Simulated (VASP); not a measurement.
**Al2InN3: single point with PBE**

The system is Al2InN3.

```
Al In N
1.0
     4.82464   -2.70143    0.00000
     4.82464    2.70143    0.00000
     0.00000    0.00000    5.15092
Al In N
4 2 6
Cartesian
  1.6563 0.8818 5.1084
  7.9929 0.8818 5.1084
  7.9929 -0.8818 2.5329
  1.6563 -0.8818 2.5329
  4.8246 0.9613 5.0839
  4.8246 -0.9613 2.5085
  1.7870 0.8020 1.8322
  7.8623 0.8020 1.8322
  7.8623 -0.8020 4.4076
  1.7870 -0.8020 4.4076
  4.8246 1.0901 2.0920
  4.8246 -1.0901 4.6674
```

```
Program                : VASP 6.6.1
Task                   : single point
Functional             : PBE
Potentials or basis    : VASP PAW PBE potentials, release 64 (Al, In_d, N)
Cutoff                 : 520 eV
k mesh                 : 6 × 6 × 6
Occupations            : gaussian, width 0.05 eV
Spin                   : no spin polarisation
Dipole correction      : no
Further INCAR settings : ALGO = Normal; EDIFF = 1e-06; NBANDS = 46
```

The pressure is 16.9 GPa. The largest force is 0.457 eV/Å. The band gap on the k mesh is 2.62 eV.

Forces on the atoms (eV/Å):
```
Al  -0.031  0.295  0.232
Al   0.031  0.295  0.232
Al   0.031 -0.295  0.232
Al  -0.031 -0.295  0.232
In   0.000  0.444  0.108
In   0.000 -0.444  0.108
N   -0.004  0.320 -0.282
N    0.004  0.320 -0.282
N    0.004 -0.320 -0.282
N   -0.004 -0.320 -0.282
N    0.000  0.401 -0.006
N    0.000 -0.401 -0.006
```

Stress tensor (GPa, compression positive):
```
14.31  0.00  0.00
 0.00 23.44  0.00
 0.00  0.00 12.82
```

Levels at points of the mesh, in eV from the valence-band top:
```csv
k point,band 31,band 32,band 33,band 34,band 35,band 36,band 37,band 38
"(0.00, 0.00, 0.00)",-0.50,-0.10,-0.04,0.00,2.62,4.95,5.21,5.76
"(0.50, 0.00, 0.00)",-0.76,-0.63,-0.62,-0.22,4.73,5.00,5.91,6.31
"(0.50, 0.50, 0.00)",-0.77,-0.57,-0.54,-0.39,4.37,5.16,5.87,6.24
"(0.00, 0.00, 0.50)",-0.41,-0.41,-0.10,-0.10,4.78,4.78,7.07,7.07
"(0.50, 0.00, 0.50)",-0.91,-0.91,-0.57,-0.57,4.82,4.82,5.80,5.80
"(0.50, 0.50, 0.50)",-0.96,-0.96,-0.70,-0.70,4.88,4.88,5.94,5.94
```

Run time: 9.8 min on 1 thread of Intel Xeon 8259CL (shared host), peak memory 0.41 GiB.

Caveat: the cell stands under pressure; spin-orbit coupling is left out, which moves the levels of the heavy elements. A k mesh can miss the band edges.
